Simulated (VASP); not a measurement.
Here is a VASP 6.6.1 calculation.

POSCAR

```
TaN
1.0
    3.0500020400      0.0000000000      0.0000000000
   -1.5250010200      2.6413792500      0.0000000000
    0.0000000000      0.0000000000      4.9400015300
Ta N
2 2
Direct
    0.3333333333      0.6666666667      0.0000000000
    0.6666666667      0.3333333333      0.5000000000
    0.3333333333      0.6666666667      0.3850000000
    0.6666666667      0.3333333333      0.8850000000
```

File INCAR.step1:

```
SYSTEM = TaN
  PREC = Accurate
  ENCUT = 600
  ISMEAR = -1
  SIGMA = 0.05
  LREAL = .False.
  LASPH = .True.
  NELM = 100
  GGA = PE
  ALGO = Normal
  EDIFF = 1E-4
  LWAVE = .True.
  LCHARG = .False.
```

The input INCAR.step2:

```
SYSTEM = TaN
  PREC = Accurate
  ENCUT = 600
  EDIFF = 1E-6
  ISMEAR = -1
  SIGMA = 0.05
  LREAL = .False.
  LASPH = .True.
  NELM = 100
  ALGO = Normal
  ISIF = 3
  LWAVE = .False.
  LCHARG = .False.
  METAGGA = R2SCAN
  LMIXTAU = .True.
  IBRION = 2
  NSW = 60
  EDIFFG = -0.01
  ISTART = 1
```

The input KPOINTS:

```
Automatic mesh
0
Gamma
  10 10 6
  0 0 0
```

Potentials or basis: VASP PAW PBE potentials, release 64 (Ta_pv, N).

Run with:

```bash
$ cat potpaw_PBE.64/Ta_pv/POTCAR potpaw_PBE.64/N/POTCAR > POTCAR
$ cp INCAR.step1 INCAR
$ mpirun -np 1 vasp_std > vasp.out
$ cp INCAR.step2 INCAR
$ mpirun -np 1 vasp_std > vasp.out
```

Q: What does it give for the relaxed volume?

A: 12.99 Å³/atom.

Q: What does it give for the band gap on the k mesh?

A: Zero (bands 16 and 17 overlap by 0.33 eV).

Q: What does it give for the space group after relaxing (to 0.1 Å)?

A: P6_3mc (No. 186).

Q: What does it give for the relaxed cell?

A: a = 3.144 Å, b = 3.144 Å, c = 6.070 Å, α = 90.00°, β = 90.00°, γ = 120.00°.

Final structure:
```cif
data_structure
_symmetry_space_group_name_H-M 'P 1'
_symmetry_Int_Tables_number 1
_cell_length_a 3.1444
_cell_length_b 3.1444
_cell_length_c 6.0696
_cell_angle_alpha 90.000
_cell_angle_beta 90.000
_cell_angle_gamma 120.000
_cell_volume 51.97
loop_
_atom_site_label
_atom_site_type_symbol
_atom_site_fract_x
_atom_site_fract_y
_atom_site_fract_z
_atom_site_occupancy
Ta1 Ta 0.33333 0.66667 0.03053 1
Ta2 Ta 0.66667 0.33333 0.53053 1
N1 N 0.33333 0.66667 0.35447 1
N2 N 0.66667 0.33333 0.85447 1
```

Caveat: the volume moved by over 15 % at a fixed basis, so the end points are rough; the PAW data sets were made with another functional, which shifts forces and pressure a little; spin-orbit coupling is left out, which moves the levels of the heavy elements. Zero-point motion and thermal expansion aren't in these numbers.
